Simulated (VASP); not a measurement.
# Co (P6_3/mmc) in VASP: a series of runs

Co is run at these levels: LDA, RPBE+D3(BJ); tasks: single point.

Program: VASP 6.6.1. These are calculated values, not measurements. Logs are shortened: lines on timing, memory, paths and dates and some standing lists are left out, and cuts for length are marked.

**1. The cell of the first run**

The structure is hexagonal, space group P6_3/mmc (No. 194). Conventional cell: a = 2.519 Å, b = 2.519 Å, c = 8.247 Å, α = 90.00°, β = 90.00°, γ = 120.00°. Within 3.3 Å of Co (site symmetry -6m2) lie 12 Co at 2.52 Å. Co (site symmetry -3m) has 12 Co at 2.52 Å within 3.3 Å.

**2. Single point, LDA, collinear spin, ferromagnetic start (11.33 Å³/atom)**

Contents of INCAR:

```
SYSTEM = Co
PREC = Accurate ; ENCUT = 520
EDIFF = 1E-6 ; ISMEAR = -1
SIGMA = 0.05 ; LREAL = .FALSE.
LASPH = .TRUE. ; NELM = 150
ALGO = Normal ; ISIF = 2
LWAVE = .FALSE. ; LCHARG = .TRUE.
ISPIN = 2 ; MAGMOM = 2 2 2 2
LORBIT = 11 ; LMAXMIX = 4
GGA = CA ; LELF = .TRUE.
LVHAR = .TRUE. ; NBANDS = 30
```

Contents of KPOINTS:

```
regular mesh
0
G
  12 12 4
  0 0 0
```

Contents of POSCAR:

```
Co
1.0
    2.5190164704      0.0000000000      0.0000000000
   -1.2595082352      2.1815322559      0.0000000000
    0.0000000000      0.0000000000      8.2468668932
Co
4
Direct
    0.6666666667      0.3333333333      0.7500000000
    0.0000000000      0.0000000000      0.5000000000
    0.3333333333      0.6666666667      0.2500000000
    0.0000000000      0.0000000000      0.0000000000
```

Potentials or basis: VASP PAW LDA potentials, release 64 (Co).

Launch:

```sh
$ cat potpaw_LDA.64/Co/POTCAR > POTCAR
$ mpirun -np 1 vasp_std > vasp.out
```

OUTCAR:

```text
SYSTEM = Co
   PREC = Accurate
   ENCUT = 520
   EDIFF = 1E-6
   ISMEAR = -1
   LREAL = .FALSE.
   LASPH = .TRUE.
   NELM = 150
   ISIF = 2
   ISPIN = 2
   LORBIT = 11
   GGA = CA

 ion  position               nearest neighbor table
   1  0.667  0.333  0.750-   2 2.52   4 2.52   2 2.52   4 2.52   2 2.52   4 2.52
   2  0.000  0.000  0.500-   1 2.52   3 2.52   3 2.52   1 2.52   1 2.52   3 2.52
   3  0.333  0.667  0.250-   2 2.52   4 2.52   2 2.52   4 2.52   2 2.52   4 2.52
   4  0.000  0.000  0.000-   1 2.52   3 2.52   3 2.52   1 2.52   1 2.52   3 2.52

  LATTYP: Found a hexagonal cell.
 ALAT       =     2.5190164704
 C/A-ratio  =     3.2738439745

  Lattice vectors:

 A1 = (   2.5190164704,   0.0000000000,   0.0000000000)
 A2 = (  -1.2595082352,   2.1815322559,   0.0000000000)
 A3 = (   0.0000000000,   0.0000000000,   8.2468668932)

Analysis of symmetry for initial positions (statically):
=====================================================================
 Subroutine PRICEL returns:
 Original cell was already a primitive cell.

 Routine SETGRP: Setting up the symmetry group for a
 hexagonal supercell.

 Subroutine GETGRP returns: Found 24 space group operations
 (whereof 12 operations were pure point group operations)
 out of a pool of 24 trial point group operations.

The static configuration has the point symmetry D_3d.
 The point group associated with its full space group is D_6h.

Analysis of symmetry for dynamics (positions and initial velocities):
=====================================================================
 Subroutine PRICEL returns:
 Original cell was already a primitive cell.

 Routine SETGRP: Setting up the symmetry group for a
 hexagonal supercell.

 Subroutine GETGRP returns: Found 24 space group operations
 (whereof 12 operations were pure point group operations)
 out of a pool of 24 trial point group operations.

The dynamic configuration has the point symmetry D_3d.
 The point group associated with its full space group is D_6h.

Analysis of structural, dynamic, and magnetic symmetry:
=====================================================================
 Subroutine PRICEL returns:
 Original cell was already a primitive cell.

 Routine SETGRP: Setting up the symmetry group for a
 hexagonal supercell.

 Subroutine GETGRP returns: Found 24 space group operations
 (whereof 12 operations were pure point group operations)
 out of a pool of 24 trial point group operations.

The overall configuration has the point symmetry D_3d.
 The point group associated with its full space group is D_6h.

 Subroutine INISYM returns: Found 24 space group operations
 (whereof 12 operations are pure point group operations),
 and found     1 'primitive' translations

----------------------------------------------------------------------------------------

                                     Primitive cell

  volume of cell :      45.3191

  direct lattice vectors                    reciprocal lattice vectors
     2.519016470  0.000000000  0.000000000     0.396980334  0.229196703  0.000000000
    -1.259508235  2.181532256  0.000000000     0.000000000  0.458393406  0.000000000
     0.000000000  0.000000000  8.246866893     0.000000000  0.000000000  0.121258171

  length of vectors
     2.519016470  2.519016470  8.246866893     0.458393406  0.458393406  0.121258171

  position of ions in fractional coordinates (direct lattice)
     0.666666667  0.333333333  0.750000000
     0.000000000  0.000000000  0.500000000
     0.333333333  0.666666667  0.250000000
     0.000000000  0.000000000  0.000000000

  ion indices of the primitive-cell ions
   primitive index   ion index
                 1           1
                 2           2
                 3           3
                 4           4

----------------------------------------------------------------------------------------

 KPOINTS: regular mesh

Automatic generation of k-mesh.
 Grid dimensions read from file:
 generate k-points for:   12   12    4

 Generating k-lattice:

  Cartesian coordinates                     Fractional coordinates (reciprocal lattice)
     0.033081695  0.019099725  0.000000000     0.083333333  0.000000000  0.000000000
     0.000000000  0.038199450  0.000000000     0.000000000  0.083333333  0.000000000
     0.000000000  0.000000000  0.030314543     0.000000000  0.000000000  0.250000000

  Length of vectors
     0.038199450  0.038199450  0.030314543

  Shift w.r.t. Gamma in fractional coordinates (k-lattice)
     0.000000000  0.000000000  0.000000000

 Subroutine IBZKPT returns following result:
 ===========================================

 Found     57 irreducible k-points:

 Following reciprocal coordinates:
            Coordinates               Weight
  0.000000  0.000000  0.000000      1.000000
  0.083333 -0.000000  0.000000      6.000000
  0.166667 -0.000000  0.000000      6.000000
  0.250000  0.000000  0.000000      6.000000
  0.333333  0.000000  0.000000      6.000000
  0.416667  0.000000  0.000000      6.000000
[... 16 lines left out ...]
  0.250000  0.000000  0.250000     12.000000
  0.333333  0.000000  0.250000     12.000000
 [... further k-points ...]
   k-points           NKPTS =     57   k-points in BZ     NKDIM =     57   number of bands    NBANDS=     30
   number of dos      NEDOS =    301   number of ions     NIONS =      4
   total plane-waves  NPLWV =  25600
   dimension x,y,z NGX =    20 NGY =   20 NGZ =   64
   dimension x,y,z NGXF=    40 NGYF=   40 NGZF=  128
   ions per type =               4
   NGX,Y,Z   is equivalent  to a cutoff of  13.20, 13.20, 12.90 a.u.
   NGXF,Y,Z  is equivalent  to a cutoff of  26.40, 26.40, 25.80 a.u.
 SYSTEM =  Co
   PREC   = accura    normal or accurate (medium, high low for compatibility)
   ISTART =      0    job   : 0-new  1-cont  2-samecut
   ICHARG =      2    charge: 1-file 2-atom 10-const
   ISPIN  =      2    spin polarized calculation?
   LNONCOLLINEAR =      F non collinear calculations
   LSORBIT =      F    spin-orbit coupling
   LASPH  =      T    aspherical Exc in radial PAW
   ENCUT  =  520.0 eV  38.22 Ry    6.18 a.u.   4.68  4.68 15.33*2*pi/ulx,y,z
   NELM   =    150;   NELMIN=  2; NELMDL= -5     # of ELM steps
   EDIFF  = 0.1E-05   stopping-criterion for ELM
   LREAL  =      F    real-space projection
   EDIFFG = 0.1E-04   stopping-criterion for IOM
   NSW    =      0    number of steps for IOM
   IBRION =     -1    ionic relax: 0-MD 1-quasi-New 2-CG
   NFREE  =      0    steps in history (QN), initial steepest desc. (CG)
   ISIF   =      2    stress and relaxation
   ISYM   =      2    0-nonsym 1-usesym 2-fastsym
   POTIM  = 0.5000    time-step for ionic-motion
   TEBEG  =    0.0;   TEEND  =   0.0 temperature during run
   PSTRESS=    0.0 pullay stress
   NELECT =      36.0000    total number of electrons
   NUPDOWN=      -1.0000    fix difference up-down
   EMIN   =  10.00;   EMAX   =-10.00  energy-range for DOS
   EFERMI =   0.00;   METHOD = LEGACY
   ISMEAR =    -1;   SIGMA  =   0.05  broadening in eV -4-tet -1-fermi 0-gaus
   EFERMI_NEDOS =   21; number of points for ismear=-14 and -15
   IALGO  =     38    algorithm
   IMIX   =      4    mixing-type and parameters
     AMIX     =   0.40;   BMIX     =  1.00
     AMIX_MAG =   1.60;   BMIX_MAG =  1.00
  volume/ion in A,a.u.               =      11.33        76.46
  Fermi-wavevector in a.u.,A,eV,Ry     =   1.516172  2.865150 31.276765  2.298777
  Thomas-Fermi vector in A             =   2.625597
   LORBIT       =     11    0 simple, 1 ext, 2 COOP (PROOUT), +10 PAW based schemes
   GGA     = CA    functional components
   LHFCALC =     F    Hartree Fock is set to
   AEXX    =    0.0000 exact exchange contribution
   IVDW    =     0    specifies the selected vdW correction
   LEPSILON=     F    determine dielectric tensor
   LRPA    =     F    only Hartree local field effects (RPA)
 spin polarized calculation
  energy-cutoff  :      520.00
  volume of cell :       45.32
 maximum number of plane-waves:      1242
 NGX is ok and might be reduce to    20
   NGX =  9   NGY =  9   NGZ = 31

 number of electron      36.0000022 magnetization       6.4896980

 Free energy of the ion-electron system (eV)
  ---------------------------------------------------
  ext. energy  EPLUGINS =         0.00000000
  ---------------------------------------------------
  free energy    TOTEN  =       -31.98634673 eV

  energy without entropy =      -31.94778683  energy(sigma->0) =      -31.96706678

 E-fermi :   9.3388     XC(G=0): -13.4860

 val. band max:        9.3379059919   @ k =   0.2500   0.0833   0.2500
 cond. band min:       9.3518042858   @ k =   0.1667   0.1667   0.0000
 fundamental gap:      0.0138982939
 Fermi energy:         9.3387952780

 spin component 1

 k-point     1 :       0.0000    0.0000    0.0000
  band No.  band energies     occupation
      1       0.6390      1.00000
      2       2.7817      1.00000
      3       2.7981      1.00000
      4       4.4279      1.00000
      5       6.5217      1.00000
      6       6.5547      1.00000
[... 781 lines left out ...]
     29      23.5073      0.00000
     30      24.3528      0.00000

 [... further k-points ...]

 spin component 2

 k-point     1 :       0.0000    0.0000    0.0000
  band No.  band energies     occupation
      1       0.8243      1.00000
      2       3.0277      1.00000
      3       3.0354      1.00000
      4       5.3442      1.00000
      5       7.7929      1.00000
      6       7.8306      1.00000
[... 781 lines left out ...]
     29      23.9834      0.00000
     30      24.8671      0.00000

 [... further k-points ...]

------------------------ aborting loop because EDIFF is reached ----------------------------------------

  FORCE on cell =-STRESS in cart. coord.  units (eV):
  Direction    XX          YY          ZZ          XY          YZ          ZX
  --------------------------------------------------------------------------------------
  -------------------------------------------------------------------------------------
  Total       -6.7385485     -6.7385485     -7.6539455      0.0000000     -0.0000000      0.0000000
  in kB     -238.2293754   -238.2293754   -270.5916030      0.0000000     -0.0000000      0.0000000
  external PRESSURE =    -249.0167846 kB  Pullay stress =       0.0000000 kB

 VOLUME and BASIS-vectors are now :
 -----------------------------------------------------------------------------
  energy-cutoff  :      520.00
  volume of cell :       45.32
      direct lattice vectors                 reciprocal lattice vectors
     2.519016470  0.000000000  0.000000000     0.396980334  0.229196703  0.000000000
    -1.259508235  2.181532256  0.000000000     0.000000000  0.458393406  0.000000000
     0.000000000  0.000000000  8.246866893     0.000000000  0.000000000  0.121258171

 POSITION                                       TOTAL-FORCE (eV/Angst)
 -----------------------------------------------------------------------------------
      1.25951      0.72718      6.18515        -0.000000     -0.000000      0.000000
      0.00000      0.00000      4.12343         0.000000      0.000000      0.000000
     -0.00000      1.45435      2.06172         0.000000      0.000000     -0.000000
      0.00000      0.00000      0.00000         0.000000      0.000000      0.000000
 -----------------------------------------------------------------------------------
    total drift:                                0.000000     -0.000000      0.000000

  FREE ENERGIE OF THE ION-ELECTRON SYSTEM (eV)
  ---------------------------------------------------
  free  energy   TOTEN  =       -31.9863467278 eV

  energy  without entropy=      -31.9477868287  energy(sigma->0) =      -31.96706678

 total charge

# of ion       s       p       d       tot
------------------------------------------
    1        0.473   0.482   7.245   8.200
    2        0.473   0.479   7.251   8.204
    3        0.473   0.482   7.245   8.200
    4        0.473   0.479   7.251   8.204
--------------------------------------------------
tot          1.891   1.922  28.994  32.807

 magnetization (x)

# of ion       s       p       d       tot
------------------------------------------
    1       -0.011  -0.035   1.685   1.638
    2       -0.011  -0.034   1.667   1.622
    3       -0.011  -0.035   1.685   1.638
    4       -0.011  -0.034   1.667   1.622
--------------------------------------------------
tot         -0.045  -0.138   6.702   6.519
```

Wall time 79 s (1 thread of Intel Xeon 6975P-C (Granite Rapids), shared host); peak memory 0.22 GiB.

What came out:

```yaml
Free_energy: -31.9863 eV
Pressure: -24.9 GPa
Net_moment: 6.49 μB per cell
Site_moments: Co +1.64, +1.62 (each value once) μB
Valence_electrons_inside_the_program's_atomic_spheres: Co 8.20
```

Stress tensor (GPa, compression positive):
```
-23.82   0.00   0.00
  0.00 -23.82   0.00
  0.00   0.00 -27.06
```

Caveat: the cell stands under tension.

**3. Single point, RPBE+D3(BJ), collinear spin, ferromagnetic start**

This run uses another cell than the first one, of 9.76 Å³/atom.

Contents of INCAR:

```
PREC = Accurate
ENCUT = 690
EDIFF = 1E-6
ISMEAR = -1
SIGMA = 0.05
LREAL = False
LASPH = True
NELM = 200
ALGO = Normal
ISIF = 2
LWAVE = False
LCHARG = True
ISPIN = 2
MAGMOM = 2 2 2 2
LORBIT = 11
LMAXMIX = 4
GGA = RP
IVDW = 12
LELF = True
LVHAR = True
NBANDS = 46
GGA_COMPAT = False
```

Contents of KPOINTS:

```
regular mesh
0
Gamma
  12 12 4
```

Contents of POSCAR:

```
Co
1.0
    2.4045591443      0.0000000000      0.0000000000
   -1.2022795722      2.0824093038      0.0000000000
    0.0000000000      0.0000000000      7.7972974659
Co
4
Direct
    0.6666666667      0.3333333333      0.7500000000
    0.0000000000      0.0000000000      0.5000000000
    0.3333333333      0.6666666667      0.2500000000
    0.0000000000      0.0000000000      0.0000000000
```

Potentials or basis: VASP PAW PBE potentials, release 64 (Co_sv).

Launch:

```sh
$ cat potpaw_PBE.64/Co_sv/POTCAR > POTCAR
$ mpirun -np 1 vasp_std > vasp.out
```

Run time: 6 min. Hardware: 1 thread of Intel Xeon Platinum 8259CL at 2.50GHz (Skylake/Cascade Lake), shared host; peak memory 0.35 GiB.

It converged, with:

| Property | Result |
| --- | --- |
| Free energy | -35.2173 eV |
| Pressure | -1.7 GPa |
| Net moment | 6.21 μB per cell |
| Site moments | Co +1.63, +1.60 (each value once) μB |
| Valence electrons inside the program's atomic spheres | Co 15.14, 15.15 (each value once) |
| Dispersion energy per atom | -2.342 eV |

Levels at points of the mesh, in eV from the Fermi level:
Spin up:
```
           k point  band 33  band 34  band 35  band 36  band 37  band 38  band 39  band 40  band 41  band 42
(0.00, 0.00, 0.00)    -1.87    -1.49    -1.49    -1.11    -1.11    -0.65    -0.65    -0.33     7.22    16.04
(0.50, 0.00, 0.00)    -0.51    -0.40    -0.37    -0.35     0.20     1.41     2.82     3.48     7.85     7.87
(0.00, 0.00, 0.50)    -1.66    -1.66    -1.66    -1.66    -0.86    -0.86    -0.86    -0.86    10.30    10.30
(0.50, 0.00, 0.50)    -0.56    -0.56    -0.41    -0.41     1.42     1.42     3.11     3.11     8.17     8.17
```
Spin down:
```tsv
k point	band 27	band 28	band 29	band 30	band 31	band 32	band 33	band 34
(0.00, 0.00, 0.00)	-1.29	-1.03	-1.03	-0.97	-0.97	-0.40	0.00	0.00
(0.50, 0.00, 0.00)	-0.94	-0.19	-0.14	0.42	1.30	1.35	1.37	1.38
(0.00, 0.00, 0.50)	-1.27	-1.27	-1.15	-1.15	-1.15	-1.15	0.22	0.22
(0.50, 0.00, 0.50)	-1.05	-1.05	-0.32	-0.32	0.90	0.90	1.32	1.32
```

Caveat: the dispersion term is far too large for a dense solid, which distorts pressure and volume; the PAW data sets were made with another functional, which shifts forces and pressure a little.
